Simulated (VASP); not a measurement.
# Na3WClO4 (P4/nmm) in VASP: further runs

The runs below take Na3WClO4 through single point, with PBE.

All numbers are computed with VASP 6.6.1; they aren't measurements. Logs are shortened: lines on timing, memory, paths and dates and some standing lists are left out, and cuts for length are marked.

**1. The cell of the first run**

The structure is tetragonal, space group P4/nmm (No. 129). The conventional cell has a = 7.593 Å, b = 7.593 Å, c = 5.413 Å, α = 90.00°, β = 90.00°, γ = 90.00°. Na (site symmetry 4mm) has 4 O at 2.38 Å and 2 Cl at 2.62 to 2.79 Å within 3.1 Å. Within 3.4 Å of Na (site symmetry 2/m) lie 4 O at 2.54 Å and 2 Cl at 2.81 Å and 2 Na at 3.32 Å. Within 2.4 Å of W (site symmetry -4m2) lie 4 O at 1.80 Å. Cl (site symmetry 4mm) has 6 Na at 2.62 to 2.81 Å and 4 O at 3.41 Å within 3.5 Å. O (site symmetry m) has 1 W at 1.80 Å and 1 Na at 2.38 Å within 2.4 Å.

**2. Single point, PBE (17.34 Å³/atom)**

Input file INCAR:

```
SYSTEM = Na3WClO4
PREC = Accurate
ENCUT = 520
EDIFF = 1E-6
ISMEAR = -1
SIGMA = 0.02
LREAL = Auto
LASPH = .True.
NELM = 80
ALGO = Normal
ISIF = 2
LWAVE = .False.
LCHARG = .False.
GGA = PE
NBANDS = 81
```

Input file KPOINTS:

```
Automatic mesh
0
Gamma
  3 3 4
  0 0 0
```

Input file POSCAR:

```
Na3WClO4
1.0
    7.5925414750      0.0000000000      0.0000000000
    0.0000000000      7.5925414750      0.0000000000
    0.0000000000      0.0000000000      5.4130727585
Na W Cl O
6 2 2 8
Direct
    0.5000000000      0.0000000000      0.3616999523
    0.0000000000      0.5000000000      0.6383000477
    0.7500000000      0.2500000000      0.0000000000
    0.2500000000      0.2500000000      0.0000000000
    0.2500000000      0.7500000000      0.0000000000
    0.7500000000      0.7500000000      0.0000000000
    0.0000000000      0.0000000000      0.5000000000
    0.5000000000      0.5000000000      0.5000000000
    0.5000000000      0.0000000000      0.8460067957
    0.0000000000      0.5000000000      0.1539932043
    0.8105799723      0.0000000000      0.3014374690
    0.5000000000      0.3105799723      0.3014374690
    0.1894200277      0.0000000000      0.3014374690
    0.5000000000      0.6894200277      0.3014374690
    0.3105799723      0.5000000000      0.6985625310
    0.0000000000      0.1894200277      0.6985625310
    0.6894200277      0.5000000000      0.6985625310
    0.0000000000      0.8105799723      0.6985625310
```

Potentials or basis: VASP PAW PBE potentials, release 64 (Na_pv, W_sv, Cl, O).

On the command line:

```sh
$ cat potpaw_PBE.64/Na_pv/POTCAR potpaw_PBE.64/W_sv/POTCAR potpaw_PBE.64/Cl/POTCAR potpaw_PBE.64/O/POTCAR > POTCAR
$ mpirun -np 1 vasp_std > vasp.out
```

OUTCAR:

```text
SYSTEM = Na3WClO4
   PREC = Accurate
   ENCUT = 520
   EDIFF = 1E-6
   ISMEAR = -1
   LREAL = Auto
   LASPH = .True.
   NELM = 80
   ISIF = 2
   GGA = PE

 ion  position               nearest neighbor table
   1  0.500  0.000  0.362-  11 2.38  12 2.38  13 2.38  14 2.38   9 2.62
   2  0.000  0.500  0.638-  15 2.38  16 2.38  17 2.38  18 2.38  10 2.62
   3  0.750  0.250  0.000-
   4  0.250  0.250  0.000-
   5  0.250  0.750  0.000-
   6  0.750  0.750  0.000-
   7  0.000  0.000  0.500-  11 1.80  13 1.80  16 1.80  18 1.80
   8  0.500  0.500  0.500-  12 1.80  14 1.80  15 1.80  17 1.80
   9  0.500  0.000  0.846-   1 2.62
  10  0.000  0.500  0.154-   2 2.62
  11  0.811  0.000  0.301-   7 1.80   1 2.38
  12  0.500  0.311  0.301-   8 1.80   1 2.38
  13  0.189  0.000  0.301-   7 1.80   1 2.38
  14  0.500  0.689  0.301-   8 1.80   1 2.38
  15  0.311  0.500  0.699-   8 1.80   2 2.38
  16  0.000  0.189  0.699-   7 1.80   2 2.38
  17  0.689  0.500  0.699-   8 1.80   2 2.38
  18  0.000  0.811  0.699-   7 1.80   2 2.38

  LATTYP: Found a simple tetragonal cell.
 ALAT       =     7.5925414750
 C/A-ratio  =     0.7129460901

  Lattice vectors:

 A1 = (   7.5925414750,   0.0000000000,   0.0000000000)
 A2 = (   0.0000000000,   7.5925414750,   0.0000000000)
 A3 = (   0.0000000000,   0.0000000000,   5.4130727585)

Analysis of symmetry for initial positions (statically):
=====================================================================
 Subroutine PRICEL returns:
 Original cell was already a primitive cell.

 Routine SETGRP: Setting up the symmetry group for a
 simple tetragonal supercell.

 Subroutine GETGRP returns: Found 16 space group operations
 (whereof  8 operations were pure point group operations)
 out of a pool of 16 trial point group operations.

The static configuration has the point symmetry D_2d.
 The point group associated with its full space group is D_4h.

Analysis of symmetry for dynamics (positions and initial velocities):
=====================================================================
 Subroutine PRICEL returns:
 Original cell was already a primitive cell.

 Routine SETGRP: Setting up the symmetry group for a
 simple tetragonal supercell.

 Subroutine GETGRP returns: Found 16 space group operations
 (whereof  8 operations were pure point group operations)
 out of a pool of 16 trial point group operations.

The dynamic configuration has the point symmetry D_2d.
 The point group associated with its full space group is D_4h.

 Subroutine INISYM returns: Found 16 space group operations
 (whereof  8 operations are pure point group operations),
 and found     1 'primitive' translations

----------------------------------------------------------------------------------------

                                     Primitive cell

  volume of cell :     312.0457

  direct lattice vectors                    reciprocal lattice vectors
     7.592541475  0.000000000  0.000000000     0.131708204  0.000000000  0.000000000
     0.000000000  7.592541475  0.000000000     0.000000000  0.131708204  0.000000000
     0.000000000  0.000000000  5.413072759     0.000000000  0.000000000  0.184737957

  length of vectors
     7.592541475  7.592541475  5.413072759     0.131708204  0.131708204  0.184737957

  position of ions in fractional coordinates (direct lattice)
     0.500000000  0.000000000  0.361699952
     0.000000000  0.500000000  0.638300048
     0.750000000  0.250000000  0.000000000
     0.250000000  0.250000000  0.000000000
     0.250000000  0.750000000  0.000000000
     0.750000000  0.750000000  0.000000000
[... 10 lines left out ...]
     0.689420028  0.500000000  0.698562531
     0.000000000  0.810579972  0.698562531

  ion indices of the primitive-cell ions
   primitive index   ion index
                 1           1
                 2           2
                 3           3
                 4           4
                 5           5
                 6           6
[... 10 lines left out ...]
                17          17
                18          18

----------------------------------------------------------------------------------------

 KPOINTS: Automatic mesh

Automatic generation of k-mesh.
 Grid dimensions read from file:
 generate k-points for:    3    3    4

 Generating k-lattice:

  Cartesian coordinates                     Fractional coordinates (reciprocal lattice)
     0.043902735  0.000000000  0.000000000     0.333333333  0.000000000  0.000000000
     0.000000000  0.043902735  0.000000000     0.000000000  0.333333333  0.000000000
     0.000000000  0.000000000  0.046184489     0.000000000  0.000000000  0.250000000

  Length of vectors
     0.043902735  0.043902735  0.046184489

  Shift w.r.t. Gamma in fractional coordinates (k-lattice)
     0.000000000  0.000000000  0.000000000

 Subroutine IBZKPT returns following result:
 ===========================================

 Found      9 irreducible k-points:

 Following reciprocal coordinates:
            Coordinates               Weight
  0.000000  0.000000  0.000000      1.000000
  0.333333  0.000000  0.000000      4.000000
  0.333333  0.333333  0.000000      4.000000
  0.000000  0.000000  0.250000      2.000000
  0.333333  0.000000  0.250000      8.000000
  0.333333  0.333333  0.250000      8.000000
  0.000000  0.000000  0.500000      1.000000
  0.333333  0.000000  0.500000      4.000000
  0.333333  0.333333  0.500000      4.000000
   k-points           NKPTS =      9   k-points in BZ     NKDIM =      9   number of bands    NBANDS=     81
   number of dos      NEDOS =    301   number of ions     NIONS =     18
   total plane-waves  NPLWV = 125440
   dimension x,y,z NGX =    56 NGY =   56 NGZ =   40
   dimension x,y,z NGXF=   112 NGYF=  112 NGZF=   80
   ions per type =               6   2   2   8
   NGX,Y,Z   is equivalent  to a cutoff of  12.26, 12.26, 12.28 a.u.
   NGXF,Y,Z  is equivalent  to a cutoff of  24.52, 24.52, 24.57 a.u.
 SYSTEM =  Na3WClO4
   PREC   = accura    normal or accurate (medium, high low for compatibility)
   ISTART =      0    job   : 0-new  1-cont  2-samecut
   ICHARG =      2    charge: 1-file 2-atom 10-const
   ISPIN  =      1    spin polarized calculation?
   LNONCOLLINEAR =      F non collinear calculations
   LSORBIT =      F    spin-orbit coupling
   LASPH  =      T    aspherical Exc in radial PAW
   ENCUT  =  520.0 eV  38.22 Ry    6.18 a.u.  14.12 14.12 10.06*2*pi/ulx,y,z
   NELM   =     80;   NELMIN=  2; NELMDL= -5     # of ELM steps
   EDIFF  = 0.1E-05   stopping-criterion for ELM
   LREAL  =      T    real-space projection
   EDIFFG = 0.1E-04   stopping-criterion for IOM
   NSW    =      0    number of steps for IOM
   IBRION =     -1    ionic relax: 0-MD 1-quasi-New 2-CG
   NFREE  =      0    steps in history (QN), initial steepest desc. (CG)
   ISIF   =      2    stress and relaxation
   ISYM   =      2    0-nonsym 1-usesym 2-fastsym
   POTIM  = 0.5000    time-step for ionic-motion
   TEBEG  =    0.0;   TEEND  =   0.0 temperature during run
   PSTRESS=    0.0 pullay stress
   NELECT =     132.0000    total number of electrons
   NUPDOWN=      -1.0000    fix difference up-down
   EMIN   =  10.00;   EMAX   =-10.00  energy-range for DOS
   EFERMI =   0.00;   METHOD = LEGACY
   ISMEAR =    -1;   SIGMA  =   0.02  broadening in eV -4-tet -1-fermi 0-gaus
   EFERMI_NEDOS =   21; number of points for ismear=-14 and -15
   IALGO  =     38    algorithm
   IMIX   =      4    mixing-type and parameters
     AMIX     =   0.40;   BMIX     =  1.00
     AMIX_MAG =   1.60;   BMIX_MAG =  1.00
  volume/ion in A,a.u.               =      17.34       116.99
  Fermi-wavevector in a.u.,A,eV,Ry     =   1.228929  2.322339 20.548418  1.510266
  Thomas-Fermi vector in A             =   2.363836
   LORBIT       =      0    0 simple, 1 ext, 2 COOP (PROOUT), +10 PAW based schemes
   GGA     = PE    functional components
   LHFCALC =     F    Hartree Fock is set to
   AEXX    =    0.0000 exact exchange contribution
   IVDW    =     0    specifies the selected vdW correction
   LEPSILON=     F    determine dielectric tensor
   LRPA    =     F    only Hartree local field effects (RPA)
 non-spin polarized calculation
  energy-cutoff  :      520.00
  volume of cell :      312.05
 maximum number of plane-waves:      8422
   NGX = 29   NGY = 29   NGZ = 21

 number of electron     131.9999891 magnetization

 Free energy of the ion-electron system (eV)
  ---------------------------------------------------
  ext. energy  EPLUGINS =         0.00000000
  ---------------------------------------------------
  free energy    TOTEN  =      -114.78720105 eV

  energy without entropy =     -114.78720105  energy(sigma->0) =     -114.78720105

 E-fermi :  -0.1109     XC(G=0):  -8.5695

 val. band max:       -0.6060533038   @ k =   0.3333   0.3333   0.5000
 cond. band min:       4.0046374752   @ k =   0.0000   0.0000   0.0000
 fundamental gap:      4.6106907791
 Fermi energy:        -0.1109120626

 k-point     1 :       0.0000    0.0000    0.0000
  band No.  band energies     occupation
      1     -73.5130      2.00000
      2     -73.5130      2.00000
      3     -37.9397      2.00000
      4     -37.9397      2.00000
      5     -37.9338      2.00000
      6     -37.9338      2.00000
[... 70 lines left out ...]
     77       6.5296      0.00000
     78       6.5296      0.00000

 k-point     2 :       0.3333    0.0000    0.0000
  band No.  band energies     occupation
      1     -73.5130      2.00000
      2     -73.5130      2.00000
      3     -37.9397      2.00000
      4     -37.9397      2.00000
      5     -37.9338      2.00000
      6     -37.9338      2.00000
[... 70 lines left out ...]
     77       6.4522      0.00000
     78       6.4644      0.00000

 k-point     3 :       0.3333    0.3333    0.0000
  band No.  band energies     occupation
      1     -73.5130      2.00000
      2     -73.5130      2.00000
      3     -37.9397      2.00000
      4     -37.9397      2.00000
      5     -37.9338      2.00000
      6     -37.9338      2.00000
[... 70 lines left out ...]
     77       6.5318      0.00000
     78       6.5828      0.00000

 k-point     4 :       0.0000    0.0000    0.2500
  band No.  band energies     occupation
      1     -73.5130      2.00000
      2     -73.5130      2.00000
      3     -37.9398      2.00000
      4     -37.9398      2.00000
      5     -37.9338      2.00000
      6     -37.9338      2.00000
[... 70 lines left out ...]
     77       6.5748      0.00000
     78       6.8441      0.00000

 k-point     5 :       0.3333    0.0000    0.2500
  band No.  band energies     occupation
      1     -73.5130      2.00000
      2     -73.5130      2.00000
      3     -37.9398      2.00000
      4     -37.9398      2.00000
      5     -37.9338      2.00000
      6     -37.9338      2.00000
[... 70 lines left out ...]
     77       6.4715      0.00000
     78       6.5165      0.00000

 k-point     6 :       0.3333    0.3333    0.2500
  band No.  band energies     occupation
      1     -73.5130      2.00000
      2     -73.5130      2.00000
      3     -37.9398      2.00000
      4     -37.9398      2.00000
      5     -37.9338      2.00000
      6     -37.9338      2.00000
[... 70 lines left out ...]
     77       6.5435      0.00000
     78       6.6008      0.00000

 k-point     7 :       0.0000    0.0000    0.5000
  band No.  band energies     occupation
      1     -73.5130      2.00000
      2     -73.5130      2.00000
      3     -37.9399      2.00000
      4     -37.9398      2.00000
      5     -37.9338      2.00000
      6     -37.9338      2.00000
[... 70 lines left out ...]
     77       6.6123      0.00000
     78       6.6123      0.00000

 k-point     8 :       0.3333    0.0000    0.5000
  band No.  band energies     occupation
      1     -73.5130      2.00000
      2     -73.5130      2.00000
      3     -37.9399      2.00000
      4     -37.9399      2.00000
      5     -37.9338      2.00000
      6     -37.9338      2.00000
[... 70 lines left out ...]
     77       6.5640      0.00000
     78       6.6560      0.00000

 k-point     9 :       0.3333    0.3333    0.5000
  band No.  band energies     occupation
      1     -73.5130      2.00000
      2     -73.5130      2.00000
      3     -37.9399      2.00000
      4     -37.9399      2.00000
      5     -37.9338      2.00000
      6     -37.9338      2.00000
[... 70 lines left out ...]
     77       6.5133      0.00000
     78       6.9013      0.00000
 [bands above 78 left out]

------------------------ aborting loop because EDIFF is reached ----------------------------------------

  FORCE on cell =-STRESS in cart. coord.  units (eV):
  Direction    XX          YY          ZZ          XY          YZ          ZX
  --------------------------------------------------------------------------------------
  -------------------------------------------------------------------------------------
  Total        1.8882972      1.8882972      1.9286977      0.0000000      0.0000000      0.0000000
  in kB        9.6953329      9.6953329      9.9027662      0.0000000      0.0000000      0.0000000
  external PRESSURE =       9.7644773 kB  Pullay stress =       0.0000000 kB

 VOLUME and BASIS-vectors are now :
 -----------------------------------------------------------------------------
  energy-cutoff  :      520.00
  volume of cell :      312.05
      direct lattice vectors                 reciprocal lattice vectors
     7.592541475  0.000000000  0.000000000     0.131708204  0.000000000  0.000000000
     0.000000000  7.592541475  0.000000000     0.000000000  0.131708204  0.000000000
     0.000000000  0.000000000  5.413072759     0.000000000  0.000000000  0.184737957

 POSITION                                       TOTAL-FORCE (eV/Angst)
 -----------------------------------------------------------------------------------
      3.79627      0.00000      1.95791         0.000000      0.000000     -0.007738
      0.00000      3.79627      3.45516         0.000000      0.000000      0.007738
      5.69441      1.89814      0.00000         0.000000      0.000000      0.000000
      1.89814      1.89814      0.00000         0.000000      0.000000      0.000000
      1.89814      5.69441      0.00000         0.000000      0.000000      0.000000
      5.69441      5.69441      0.00000         0.000000      0.000000      0.000000
[... 10 lines left out ...]
      5.23445      3.79627      3.78137         0.319135      0.000000      0.246877
      0.00000      6.15436      3.78137         0.000000     -0.319135      0.246877
 -----------------------------------------------------------------------------------
    total drift:                                0.000000     -0.000000     -0.000000

  FREE ENERGIE OF THE ION-ELECTRON SYSTEM (eV)
  ---------------------------------------------------
  free  energy   TOTEN  =      -114.7872010455 eV

  energy  without entropy=     -114.7872010455  energy(sigma->0) =     -114.78720105
```

Run time: 4.3 min. Hardware: 1 thread of Intel Xeon Platinum 8488C (Sapphire Rapids), shared host; peak memory 0.44 GiB.

What came out:

| Item | Value |
| --- | --- |
| Free energy | -114.7872 eV |
| Pressure | 1.0 GPa |
| Largest force | 0.403 eV/Å |
| Band gap on the k mesh | 4.61 eV (least direct gap 4.62 eV) |

Forces in eV/Å, atoms in the order of the input:
```
Na   0.000  0.000 -0.008
Na   0.000  0.000  0.008
Na   0.000  0.000  0.000
Na   0.000  0.000  0.000
Na   0.000  0.000  0.000
Na   0.000  0.000  0.000
W    0.000  0.000  0.000
W    0.000  0.000  0.000
Cl   0.000  0.000  0.007
Cl   0.000  0.000 -0.007
O   -0.319  0.000 -0.247
O    0.000 -0.319 -0.247
O    0.319  0.000 -0.247
O    0.000  0.319 -0.247
O   -0.319  0.000  0.247
O    0.000  0.319  0.247
O    0.319  0.000  0.247
O    0.000 -0.319  0.247
```

Caveat: spin-orbit coupling is left out, which moves the levels of the heavy elements.

**3. Single point, PBE (17.84 Å³/atom)**

This run uses another cell than the first one, of 17.84 Å³/atom.

Input file INCAR:

```
PREC     = Accurate       # precision mode
ENCUT    = 520            # plane-wave cutoff, eV
EDIFF    = 1E-6           # SCF threshold, eV
ISMEAR   = -1             # smearing method
SIGMA    = 0.02           # smearing width, eV
LREAL    = Auto         
LASPH    = True           # aspherical terms in the spheres
NELM     = 60             # most SCF steps
ALGO     = Normal         # electronic algorithm
ISIF     = 2              # what is computed and relaxed
LWAVE    = False          # write WAVECAR
LCHARG   = True           # write CHGCAR
GGA      = PE             # functional
LELF     = True           # ELF
LVHAR    = True         
NBANDS   = 81             # bands
```

Input file KPOINTS:

```
regular mesh
0
Gamma
  3 3 4
```

Input file POSCAR:

```
Na3WClO4
1.0
    7.6655511602      0.0000000000      0.0000000000
    0.0000000000      7.6655511602      0.0000000000
    0.0000000000      0.0000000000      5.4651247282
Na W Cl O
6 2 2 8
Direct
    0.5000000000      0.0000000000      0.3650815433
    0.0000000000      0.5000000000      0.6349184567
    0.7500000000      0.2500000000      0.0000000000
    0.2500000000      0.2500000000      0.0000000000
    0.2500000000      0.7500000000      0.0000000000
    0.7500000000      0.7500000000      0.0000000000
    0.0000000000      0.0000000000      0.5000000000
    0.5000000000      0.5000000000      0.5000000000
    0.5000000000      0.0000000000      0.8504658757
    0.0000000000      0.5000000000      0.1495341243
    0.8118622248      0.0000000000      0.3036793546
    0.5000000000      0.3118622248      0.3036793546
    0.1881377752      0.0000000000      0.3036793546
    0.5000000000      0.6881377752      0.3036793546
    0.3118622248      0.5000000000      0.6963206454
    0.0000000000      0.1881377752      0.6963206454
    0.6881377752      0.5000000000      0.6963206454
    0.0000000000      0.8118622248      0.6963206454
```

Potentials or basis: VASP PAW PBE potentials, release 64 (Na_pv, W_sv, Cl, O).

On the command line:

```sh
$ cat potpaw_PBE.64/Na_pv/POTCAR potpaw_PBE.64/W_sv/POTCAR potpaw_PBE.64/Cl/POTCAR potpaw_PBE.64/O/POTCAR > POTCAR
$ mpirun -np 1 vasp_std > vasp.out
```

It took 5.4 min on 1 thread of Intel Xeon Platinum 8488C (Sapphire Rapids), shared host; peak memory 0.48 GiB.

It converged, with:

```
Free energy            : -114.7731 eV
Pressure               : 0.0 GPa
Largest force          : 0.387 eV/Å
Band gap on the k mesh : 4.55 eV (least direct gap 4.56 eV)
```

Forces in eV/Å, atoms in the order of the input:
```
Na   0.000  0.000 -0.006
Na   0.000  0.000  0.006
Na   0.000  0.000  0.000
Na   0.000  0.000  0.000
Na   0.000  0.000  0.000
Na   0.000  0.000  0.000
W    0.000  0.000  0.000
W    0.000  0.000  0.000
Cl   0.000  0.000 -0.005
Cl   0.000  0.000  0.005
O   -0.311  0.000 -0.230
O    0.000 -0.311 -0.230
O    0.311  0.000 -0.230
O    0.000  0.311 -0.230
O   -0.311  0.000  0.230
O    0.000  0.311  0.230
O    0.311  0.000  0.230
O    0.000 -0.311  0.230
```

Levels at points of the mesh, in eV from the valence-band top:
```csv
k point,band 63,band 64,band 65,band 66,band 67,band 68,band 69,band 70
"(0.00, 0.00, 0.00)",-0.27,-0.13,-0.13,-0.01,4.55,5.03,5.32,5.40
"(0.00, 0.00, 0.50)",-0.11,-0.03,-0.01,-0.01,5.24,5.41,5.56,5.65
```

Caveat: spin-orbit coupling is left out, which moves the levels of the heavy elements. A k mesh can miss the band edges.
